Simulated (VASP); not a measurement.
# MgNi3Te4 in VASP: further runs

MgNi3Te4 is run at these levels: PBE; tasks: single point.

All numbers are computed with VASP 6.6.1; they aren't measurements. Logs are shortened: lines on timing, memory, paths and dates and some standing lists are left out, and cuts for length are marked.

## (1) The cell of the first run

It takes space group P-3m1 (No. 164, trigonal). The conventional cell has a = 4.102 Å, b = 4.102 Å, c = 11.235 Å, α = 90.00°, β = 90.00°, γ = 120.00°. Mg (site symmetry -3m) has 2 Ni at 2.94 Å and 6 Te at 2.95 Å within 3.9 Å. Ni (site symmetry -3m) has 2 Ni at 2.68 Å and 6 Te at 2.68 Å within 3.5 Å. Within 3.5 Å of Ni (site symmetry 3m) lie 6 Te at 2.65 to 2.76 Å and 1 Ni at 2.68 Å and 1 Mg at 2.94 Å. Te (site symmetry 3m) has 3 Ni at 2.65 Å and 3 Mg at 2.95 Å within 3.5 Å. Within 3.5 Å of Te (site symmetry 3m) lie 6 Ni at 2.68 to 2.76 Å and 3 Te at 3.44 Å.

## (2) Single point, PBE

The input, INCAR:

```
ALGO     = Normal         # electronic algorithm
EDIFF    = 1E-7           # SCF threshold, eV
ENCUT    = 520            # plane-wave cutoff, eV
GGA      = PE             # functional
ISIF     = 2              # what is computed and relaxed
ISMEAR   = 0              # smearing method
LASPH    = True           # aspherical terms in the spheres
LCHARG   = False          # write CHGCAR
LREAL    = False          # projectors in reciprocal space
LWAVE    = False          # write WAVECAR
NBANDS   = 38             # bands
NELM     = 60             # most SCF steps
PREC     = Accurate       # precision mode
SIGMA    = 0.2            # smearing width, eV
```

The input, KPOINTS:

```
k-points
0
Gamma
  6 6 2
```

The input, POSCAR:

```
MgNi3Te4
1.0
    4.1015156757      0.0000000000      0.0000000000
   -2.0507578379      3.5520167692      0.0000000000
    0.0000000000      0.0000000000     11.2347578175
Mg Ni Te
1 3 4
Direct
    0.0000000000      0.0000000000      0.0000000000
    1.0000000000      0.0000000000      0.5000000000
    1.0000000000      0.0000000000      0.2618434093
    0.0000000000      0.0000000000      0.7381565907
    0.3333333333      0.6666666667      0.1563152786
    0.3333333333      0.6666666667      0.6113177719
    0.6666666667      0.3333333333      0.3886822281
    0.6666666667      0.3333333333      0.8436847214
```

Potentials or basis: VASP PAW PBE potentials, release 64 (Mg, Ni, Te).

Command:

```sh
cat potpaw_PBE.64/Mg/POTCAR potpaw_PBE.64/Ni/POTCAR potpaw_PBE.64/Te/POTCAR > POTCAR
mpirun -np 1 vasp_std > vasp.out
```

OUTCAR:

```text
EDIFF = 1E-7
   ENCUT = 520
   GGA = PE
   ISIF = 2
   ISMEAR = 0
   LASPH = True
   LREAL = False
   NELM = 60
   PREC = Accurate

 ion  position               nearest neighbor table
   1  0.000  0.000  0.000-   3 2.94   4 2.94   5 2.95   8 2.95   8 2.95   5 2.95   8 2.95   5 2.95

   2  0.000  0.000  0.500-   3 2.68   4 2.68   6 2.68   7 2.68   7 2.68   6 2.68   7 2.68   6 2.68

   3  0.000  0.000  0.262-   5 2.65   5 2.65   5 2.65   2 2.68   7 2.76   7 2.76   7 2.76   1 2.94

   4  0.000  0.000  0.738-   8 2.65   8 2.65   8 2.65   2 2.68   6 2.76   6 2.76   6 2.76   1 2.94

   5  0.333  0.667  0.156-   3 2.65   3 2.65   3 2.65   1 2.95   1 2.95   1 2.95   7 3.52   7 3.52
                             7 3.52
   6  0.333  0.667  0.611-   2 2.68   2 2.68   2 2.68   4 2.76   4 2.76   4 2.76   7 3.44   7 3.44
                             7 3.44   8 3.52   8 3.52   8 3.52
   7  0.667  0.333  0.389-   2 2.68   2 2.68   2 2.68   3 2.76   3 2.76   3 2.76   6 3.44   6 3.44
                             6 3.44   5 3.52   5 3.52   5 3.52
   8  0.667  0.333  0.844-   4 2.65   4 2.65   4 2.65   1 2.95   1 2.95   1 2.95   6 3.52   6 3.52
                             6 3.52

  LATTYP: Found a hexagonal cell.
 ALAT       =     4.1015156757
 C/A-ratio  =     2.7391722246

  Lattice vectors:

 A1 = (   4.1015156757,   0.0000000000,   0.0000000000)
 A2 = (  -2.0507578379,   3.5520167692,   0.0000000000)
 A3 = (   0.0000000000,   0.0000000000,  11.2347578175)

Analysis of symmetry for initial positions (statically):
=====================================================================
 Subroutine PRICEL returns:
 Original cell was already a primitive cell.

 Routine SETGRP: Setting up the symmetry group for a
 hexagonal supercell.

 Subroutine GETGRP returns: Found 12 space group operations
 (whereof 12 operations were pure point group operations)
 out of a pool of 24 trial point group operations.

The static configuration has the point symmetry D_3d.

Analysis of symmetry for dynamics (positions and initial velocities):
=====================================================================
 Subroutine PRICEL returns:
 Original cell was already a primitive cell.

 Routine SETGRP: Setting up the symmetry group for a
 hexagonal supercell.

 Subroutine GETGRP returns: Found 12 space group operations
 (whereof 12 operations were pure point group operations)
 out of a pool of 24 trial point group operations.

The dynamic configuration has the point symmetry D_3d.

 Subroutine INISYM returns: Found 12 space group operations
 (whereof 12 operations are pure point group operations),
 and found     1 'primitive' translations

----------------------------------------------------------------------------------------

                                     Primitive cell

  volume of cell :     163.6753

  direct lattice vectors                    reciprocal lattice vectors
     4.101515676  0.000000000  0.000000000     0.243812307  0.140765101  0.000000000
    -2.050757838  3.552016769  0.000000000     0.000000000  0.281530202  0.000000000
     0.000000000  0.000000000 11.234757818     0.000000000  0.000000000  0.089009484

  length of vectors
     4.101515676  4.101515676 11.234757818     0.281530202  0.281530202  0.089009484

  position of ions in fractional coordinates (direct lattice)
     0.000000000  0.000000000  0.000000000
     0.000000000  0.000000000  0.500000000
     0.000000000  0.000000000  0.261843409
     0.000000000  0.000000000  0.738156591
     0.333333333  0.666666667  0.156315279
     0.333333333  0.666666667  0.611317772
     0.666666667  0.333333333  0.388682228
     0.666666667  0.333333333  0.843684721

  ion indices of the primitive-cell ions
   primitive index   ion index
                 1           1
                 2           2
                 3           3
                 4           4
                 5           5
                 6           6
                 7           7
                 8           8

[... 49 lines left out ...]
   GGA     = PE    functional components
   LHFCALC =     F    Hartree Fock is set to
   AEXX    =    0.0000 exact exchange contribution
   IVDW    =     0    specifies the selected vdW correction
   LEPSILON=     F    determine dielectric tensor
   LRPA    =     F    only Hartree local field effects (RPA)
 non-spin polarized calculation
 Gauss-broadening in eV      SIGMA  =   0.20
  energy-cutoff  :      520.00
  volume of cell :      163.68
 maximum number of plane-waves:      4446
 NGX is ok and might be reduce to    32
   NGX = 15   NGY = 15   NGZ = 41

 number of electron      55.9999959 magnetization

 Free energy of the ion-electron system (eV)
  ---------------------------------------------------
  ext. energy  EPLUGINS =         0.00000000
  ---------------------------------------------------
  free energy    TOTEN  =       -32.73492181 eV

  energy without entropy =      -32.64128854  energy(sigma->0) =      -32.68810517

 E-fermi :   8.0776     XC(G=0): -10.5384

 val. band max:        8.0681274391   @ k =   0.0000   0.0000   0.5000
 cond. band min:       8.0987738890   @ k =   0.5000   0.0000   0.5000
 fundamental gap:      0.0306464499
 Fermi energy:         8.0775504766

 k-point     1 :       0.0000    0.0000    0.0000
  band No.  band energies     occupation
      1      -5.6930      2.00000
      2      -4.7007      2.00000
      3      -4.1938      2.00000
      4      -2.7813      2.00000
      5       1.7998      2.00000
      6       4.0453      2.00000
[... 30 lines left out ...]
     37      12.5694      0.00000
     38      12.8879      0.00000

 k-point     2 :       0.1667    0.0000    0.0000
  band No.  band energies     occupation
      1      -5.4329      2.00000
      2      -4.4834      2.00000
      3      -4.0093      2.00000
      4      -2.7831      2.00000
      5       2.1152      2.00000
      6       3.3834      2.00000
[... 30 lines left out ...]
     37      12.9736      0.00000
     38      13.3025      0.00000
[... 449 lines left out ...]
     37      12.7333      0.00000
     38      13.8862      0.00000

 k-point    14 :       0.3333    0.3333    0.5000
  band No.  band energies     occupation
      1      -3.6379      2.00000
      2      -3.6379      2.00000
      3      -3.2504      2.00000
      4      -3.2504      2.00000
      5       1.4895      2.00000
      6       2.1330      2.00000
[... 30 lines left out ...]
     37      13.6113      0.00000
     38      14.7374      0.00000

------------------------ aborting loop because EDIFF is reached ----------------------------------------

  FORCE on cell =-STRESS in cart. coord.  units (eV):
  Direction    XX          YY          ZZ          XY          YZ          ZX
  --------------------------------------------------------------------------------------
  -------------------------------------------------------------------------------------
  Total        0.1270703      0.1270703     -0.0015949     -0.0000000      0.0000000     -0.0000000
  in kB        1.2438602      1.2438602     -0.0156117     -0.0000000      0.0000000     -0.0000000
  external PRESSURE =       0.8240363 kB  Pullay stress =       0.0000000 kB

 VOLUME and BASIS-vectors are now :
 -----------------------------------------------------------------------------
  energy-cutoff  :      520.00
  volume of cell :      163.68
      direct lattice vectors                 reciprocal lattice vectors
     4.101515676  0.000000000  0.000000000     0.243812307  0.140765101  0.000000000
    -2.050757838  3.552016769  0.000000000     0.000000000  0.281530202  0.000000000
     0.000000000  0.000000000 11.234757818     0.000000000  0.000000000  0.089009484

 POSITION                                       TOTAL-FORCE (eV/Angst)
 -----------------------------------------------------------------------------------
      0.00000      0.00000      0.00000        -0.000000      0.000000     -0.000000
      0.00000      0.00000      5.61738        -0.000000      0.000000     -0.000000
      0.00000      0.00000      2.94175         0.000000      0.000000      0.022503
      0.00000      0.00000      8.29301        -0.000000      0.000000     -0.022503
     -0.00000      2.36801      1.75616        -0.000000      0.000000     -0.029235
     -0.00000      2.36801      6.86801        -0.000000      0.000000      0.085777
      2.05076      1.18401      4.36675         0.000000     -0.000000     -0.085777
      2.05076      1.18401      9.47859         0.000000     -0.000000      0.029235
 -----------------------------------------------------------------------------------
    total drift:                                0.000000     -0.000000      0.000000

  FREE ENERGIE OF THE ION-ELECTRON SYSTEM (eV)
  ---------------------------------------------------
  free  energy   TOTEN  =       -32.7349218052 eV

  energy  without entropy=      -32.6412885426  energy(sigma->0) =      -32.68810517
```

It took 3.4 min on 1 thread of Oxide Virtual Turin-like, shared host; peak memory 0.29 GiB.

Results:

| Quantity | Value |
| --- | --- |
| Free energy | -32.7349 eV |
| Pressure | 0.1 GPa |
| Largest force | 0.086 eV/Å |
| Band gap on the k mesh | zero (band 28 reaches 8.76 eV, above the bottom of band 29 at 7.52 eV) |

Forces on the atoms (eV/Å):
```
Mg   0.000  0.000  0.000
Ni   0.000  0.000  0.000
Ni   0.000  0.000  0.023
Ni   0.000  0.000 -0.023
Te   0.000  0.000 -0.029
Te   0.000  0.000  0.086
Te   0.000  0.000 -0.086
Te   0.000  0.000  0.029
```

Caveat: spin-orbit coupling is left out, which moves the levels of the heavy elements. Spin polarisation is off, so any magnetic state and its effect on volume and gap are missing.

## (3) Single point, PBE

The input, INCAR:

```
ALGO = Normal
EDIFF = 1E-6
ENCUT = 520
GGA = PE
ISIF = 2
ISMEAR = 0
LASPH = True
LCHARG = True
LELF = True
LREAL = False
LVHAR = True
LWAVE = False
NBANDS = 38
NELM = 100
PREC = Accurate
SIGMA = 0.2
```

KPOINTS is that of step 2.

The input, POSCAR:

```
MgNi3Te4
1.0
    4.1079457294      0.0015734424      0.0009499927
   -2.0526191464      3.5548018608     -0.0004840779
    0.0027428057      0.0001717517     11.2241904735
Mg Ni Te
1 3 4
Direct
   -0.0001311232     -0.0002022308      0.0000201005
    1.0000469949      0.0003632553      0.4999762438
    0.9990699111     -0.0009299972      0.2625214456
    0.0010644541      0.0008097568      0.7374910526
    0.3329110926      0.6661018432      0.1560803318
    0.3335284830      0.6669889819      0.6122914379
    0.6664492733      0.3331250849      0.3877082052
    0.6670609142      0.3337433058      0.8439111824
```

Potentials or basis: VASP PAW PBE potentials, release 64 (Mg, Ni, Te).

Command:

```sh
cat potpaw_PBE.64/Mg/POTCAR potpaw_PBE.64/Ni/POTCAR potpaw_PBE.64/Te/POTCAR > POTCAR
mpirun -np 1 vasp_std > vasp.out
```

Run time: 10 min. Hardware: 1 thread of Oxide Virtual Turin-like, shared host; peak memory 0.38 GiB.

Results (log left out):

| Property | Result |
| --- | --- |
| Free energy | -32.7360 eV |
| Pressure | -0.1 GPa |
| Largest force | 0.032 eV/Å |
| Band gap on the k mesh | zero (band 28 reaches 8.73 eV, above the bottom of band 29 at 7.50 eV) |

Forces in eV/Å, atoms in the order of the input:
```
Mg   0.001  0.001 -0.001
Ni   0.001 -0.002  0.002
Ni   0.002  0.003 -0.012
Ni  -0.004 -0.003  0.011
Te   0.000  0.001 -0.031
Te   0.001  0.001 -0.007
Te   0.000  0.002  0.006
Te   0.001 -0.002  0.032
```

Stress tensor (GPa, compression positive):
```
-0.21 -0.02  0.00
-0.02 -0.18  0.01
 0.00  0.01 -0.07
```

Levels at points of the mesh, in eV from the Fermi level:
| k point | band 25 | band 26 | band 27 | band 28 | band 29 | band 30 | band 31 | band 32 |
| --- | --- | --- | --- | --- | --- | --- | --- | --- |
| (0.00, 0.00, 0.00) | -0.16 | -0.16 | 0.67 | 0.68 | 0.80 | 0.93 | 0.93 | 2.16 |
| (0.50, 0.00, 0.00) | -1.25 | -0.87 | -0.56 | -0.27 | 0.24 | 0.25 | 1.53 | 2.33 |
| (0.00, 0.50, 0.00) | -1.25 | -0.87 | -0.55 | -0.27 | 0.24 | 0.24 | 1.52 | 2.32 |
| (0.50, 0.50, 0.00) | -1.25 | -0.87 | -0.56 | -0.27 | 0.24 | 0.25 | 1.52 | 2.32 |
| (0.00, 0.00, 0.50) | -0.38 | -0.03 | -0.03 | 0.52 | 0.52 | 0.98 | 0.98 | 2.27 |
| (0.50, 0.00, 0.50) | -1.28 | -0.94 | -0.68 | 0.04 | 0.24 | 0.75 | 1.09 | 1.77 |
| (0.00, 0.50, 0.50) | -1.28 | -0.94 | -0.68 | 0.04 | 0.24 | 0.75 | 1.09 | 1.76 |
| (0.50, 0.50, 0.50) | -1.28 | -0.94 | -0.68 | 0.04 | 0.24 | 0.75 | 1.09 | 1.77 |

Caveat: spin-orbit coupling is left out, which moves the levels of the heavy elements. Spin polarisation is off, so any magnetic state and its effect on volume and gap are missing.

## (4) Single point, PBE

The input, INCAR:

```
SYSTEM = MgNi3Te4
PREC = Accurate
ENCUT = 520
EDIFF = 1E-6
ISMEAR = 0
SIGMA = 0.1
LREAL = .FALSE.
LASPH = .TRUE.
NELM = 100
ALGO = Normal
ISIF = 2
LWAVE = .FALSE.
LCHARG = .TRUE.
GGA = PE
LELF = .TRUE.
LVHAR = .TRUE.
NBANDS = 38
```

The input, KPOINTS:

```
Automatic mesh
0
G
  12 12 4
  0 0 0
```

The input, POSCAR:

```
MgNi3Te4
1.0
    4.1015156757      0.0000000000      0.0000000000
   -2.0507578379      3.5520167692      0.0000000000
    0.0000000000      0.0000000000     11.2347578175
Mg Ni Te
1 3 4
Direct
    0.0000000000      0.0000000000      0.0000000000
    0.0000000000      0.0000000000      0.5000000000
    0.0000000000      0.0000000000      0.2618434093
    0.0000000000      0.0000000000      0.7381565907
    0.3333333333      0.6666666667      0.1563152786
    0.3333333333      0.6666666667      0.6113177719
    0.6666666667      0.3333333333      0.3886822281
    0.6666666667      0.3333333333      0.8436847214
```

Command:

```sh
cat potpaw_PBE.64/Mg/POTCAR potpaw_PBE.64/Ni/POTCAR potpaw_PBE.64/Te/POTCAR > POTCAR
mpirun -np 1 vasp_std > vasp.out
```

Run time: 13 min. Hardware: 1 thread of Oxide Virtual Turin-like, shared host; peak memory 0.5 GiB.

It converged, with:

* Free energy: -32.6961 eV
* Pressure: -0.1 GPa
* Largest force: 0.013 eV/Å
* Band gap on the k mesh: zero (band 28 reaches 8.76 eV, above the bottom of band 29 at 7.53 eV)

Forces in eV/Å, atoms in the order of the input:
```
Mg   0.000  0.000  0.000
Ni   0.000  0.000  0.000
Ni   0.000  0.000 -0.009
Ni   0.000  0.000  0.009
Te   0.000  0.000 -0.013
Te   0.000  0.000 -0.004
Te   0.000  0.000  0.004
Te   0.000  0.000  0.013
```

Levels at points of the mesh, in eV from the Fermi level:
| k point | band 25 | band 26 | band 27 | band 28 | band 29 | band 30 | band 31 | band 32 |
| --- | --- | --- | --- | --- | --- | --- | --- | --- |
| (0.00, 0.00, 0.00) | -0.13 | -0.13 | 0.69 | 0.69 | 0.81 | 0.94 | 0.94 | 2.17 |
| (0.50, 0.00, 0.00) | -1.25 | -0.86 | -0.55 | -0.27 | 0.25 | 0.25 | 1.54 | 2.34 |
| (0.00, 0.00, 0.50) | -0.38 | 0.00 | 0.00 | 0.53 | 0.53 | 0.99 | 0.99 | 2.27 |
| (0.50, 0.00, 0.50) | -1.29 | -0.94 | -0.68 | 0.03 | 0.25 | 0.74 | 1.11 | 1.75 |

Caveat: spin-orbit coupling is left out, which moves the levels of the heavy elements. Spin polarisation is off, so any magnetic state and its effect on volume and gap are missing.

## (5) Single point, PBE, collinear spin, ferromagnetic start

This run uses another cell than the first one, of 23.18 Å³/atom, 1.133 times its volume.

The input, INCAR:

```
SYSTEM = MgNi3Te4
PREC = Accurate
ENCUT = 520
EDIFF = 1E-6
ISMEAR = 0
SIGMA = 0.1
LREAL = .False.
LASPH = .True.
NELM = 150
ALGO = Normal
ISIF = 2
LWAVE = .False.
LCHARG = .True.
ISPIN = 2
MAGMOM = 0 2 2 2 0 0 0 0
LORBIT = 11
LMAXMIX = 4
GGA = PE
LELF = .True.
LVHAR = .True.
NBANDS = 42
```

The input, KPOINTS:

```
regular mesh
0
Gamma
  6 6 2
  0 0 0
```

The input, POSCAR:

```
MgNi3Te4
1.0
    4.3212749800      0.0000000000      0.0000000000
   -2.1606374900      3.7423339100      0.0000000000
    0.0000000000      0.0000000000     11.4651486400
Mg Ni Te
1 3 4
Direct
    0.0000000000      0.0000000000      0.0000000000
    0.0000000000      0.0000000000      0.5000000000
    0.0000000000      0.0000000000      0.2500000000
    0.0000000000      0.0000000000      0.7500000000
    0.3333333300      0.6666666700      0.1250000000
    0.3333333300      0.6666666700      0.6250000000
    0.6666666700      0.3333333300      0.3750000000
    0.6666666700      0.3333333300      0.8750000000
```

Command:

```sh
cat potpaw_PBE.64/Mg/POTCAR potpaw_PBE.64/Ni/POTCAR potpaw_PBE.64/Te/POTCAR > POTCAR
mpirun -np 1 vasp_std > vasp.out
```

Run time: 8.9 min. Hardware: 1 thread of Oxide Virtual Turin-like, shared host; peak memory 0.43 GiB.

The run converged. Its results:

```yaml
Free_energy: -31.4947 eV
Pressure: -7.4 GPa
Largest_force: 1.414 eV/Å
Band_gap_on_the_k_mesh: zero (filled and empty bands overlap)
Net_moment: 0.00 μB per cell
Valence_electrons_inside_the_program's_atomic_spheres: Mg 0.35; Ni 8.96, 8.98; Te 3.38, 3.24
```

Forces on the atoms (eV/Å):
```
Mg   0.000  0.000  0.000
Ni   0.000  0.000  0.000
Ni   0.000  0.000  0.149
Ni   0.000  0.000 -0.149
Te   0.000  0.000  1.414
Te   0.000  0.000 -0.194
Te   0.000  0.000  0.194
Te   0.000  0.000 -1.414
```

Stress tensor (GPa, compression positive):
```
-7.54  0.00  0.00
 0.00 -7.54  0.00
 0.00  0.00 -7.09
```

Levels at points of the mesh, in eV from the Fermi level:
Spin up:
```
           k point  band 25  band 26  band 27  band 28  band 29  band 30
(0.00, 0.00, 0.00)    -0.51    -0.49     0.48     0.48     0.78     0.80
(0.50, 0.00, 0.00)    -0.92    -0.58    -0.50    -0.30     0.15     0.25
(0.00, 0.00, 0.50)    -0.47    -0.24    -0.24     0.28     0.28     0.87
(0.50, 0.00, 0.50)    -0.91    -0.72    -0.55     0.11     0.18     0.67
```
Spin down:
| k point | band 23 | band 24 | band 25 | band 26 | band 27 | band 28 | band 29 | band 30 | band 31 | band 32 |
| --- | --- | --- | --- | --- | --- | --- | --- | --- | --- | --- |
| (0.00, 0.00, 0.00) | -0.97 | -0.51 | -0.51 | -0.49 | 0.48 | 0.48 | 0.78 | 0.80 | 0.80 | 1.71 |
| (0.50, 0.00, 0.00) | -1.06 | -1.01 | -0.92 | -0.58 | -0.50 | -0.30 | 0.15 | 0.25 | 1.12 | 2.38 |
| (0.00, 0.00, 0.50) | -0.65 | -0.58 | -0.47 | -0.24 | -0.24 | 0.28 | 0.28 | 0.87 | 0.87 | 2.17 |
| (0.50, 0.00, 0.50) | -1.08 | -0.98 | -0.91 | -0.72 | -0.55 | 0.11 | 0.18 | 0.67 | 0.69 | 2.04 |

Caveat: the starting moments collapsed, and a magnetic state may lie lower; spin-orbit coupling is left out, which moves the levels of the heavy elements; forces of over 1 eV/Å act on the atoms, so gaps and moduli don't describe the material at rest.

## (6) Overview

```tsv
cell	k mesh	smearing	gap on the mesh (eV)	pressure (GPa)	largest force (eV/Å)
a = 4.102, b = 4.102, c = 11.235 Å, angles 90.0, 90.0, 120.0°, 8 atoms	6 × 6 × 2	gaussian 0.2 eV	none	0.1	0.09
a = 4.108, b = 4.105, c = 11.224 Å, angles 90.0, 90.0, 120.0°, 8 atoms	6 × 6 × 2	gaussian 0.2 eV	none	-0.1	0.03
a = 4.102, b = 4.102, c = 11.235 Å, angles 90.0, 90.0, 120.0°, 8 atoms	12 × 12 × 4	gaussian 0.1 eV	none	-0.1	0.01
```

Alike in all rows: task single point; level PBE; potentials or basis VASP PAW PBE potentials, release 64 (Mg, Ni, Te); no spin polarisation; cutoff (eV) 520.

Caveats: spin-orbit coupling is left out, which moves the levels of the heavy elements.

Absolute energies hang on the potentials; compare differences alone.
